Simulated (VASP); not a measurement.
Crystal: FeMo.

```
CELL_PARAMETERS angstrom
0.00000 2.35164 2.35164
2.35164 0.00000 2.35164
2.35164 2.35164 0.00000
ATOMIC_POSITIONS crystal
Fe 0.00000 0.00000 0.00000
Mo 0.50000 0.50000 0.50000
```

```yaml
Program: VASP 6.6.1
Task: relaxation of cell and atoms
Functional: PBE
Potentials_or_basis: VASP PAW PBE potentials, release 64 (Fe, Mo_sv)
Cutoff: 600 eV
k_mesh: 6 × 6 × 6
Occupations: gaussian, width 0.1 eV
Spin: no spin polarisation
```

At the start: pressure 23.1 GPa; volume 13.01 Å³/atom.

Where does the relaxation end?

Over 4 steps the energy falls by 78.7 meV/atom and the volume is 14.19 Å³/atom (+9.1 %); space group Fm-3m (No. 225, to 0.1 Å) before and after.

The path:
```csv
step,energy change (eV),largest force (eV/Å),pressure (GPa),volume (Å³)
1,0.0000,0.0000,23.10,26.01
2,0.3452,0.0000,-25.50,33.72
3,-0.1569,0.0000,-1.01,28.50
4,-0.1573,0.0000,-0.08,28.39
```

Final structure:
```cif
data_structure
_symmetry_space_group_name_H-M 'P 1'
_symmetry_Int_Tables_number 1
_cell_length_a 3.4241
_cell_length_b 3.4241
_cell_length_c 3.4241
_cell_angle_alpha 60.000
_cell_angle_beta 60.000
_cell_angle_gamma 60.000
_cell_volume 28.39
loop_
_atom_site_label
_atom_site_type_symbol
_atom_site_fract_x
_atom_site_fract_y
_atom_site_fract_z
_atom_site_occupancy
Fe1 Fe 0.00000 0.00000 0.00000 1
Mo1 Mo 0.50000 0.50000 0.50000 1
```

Caveat: the k points lie up to 0.37 Å⁻¹ apart in the final cell, too coarse for converged energies and pressures of a metal; the run has no spin polarisation, though such a crystal can be magnetic.
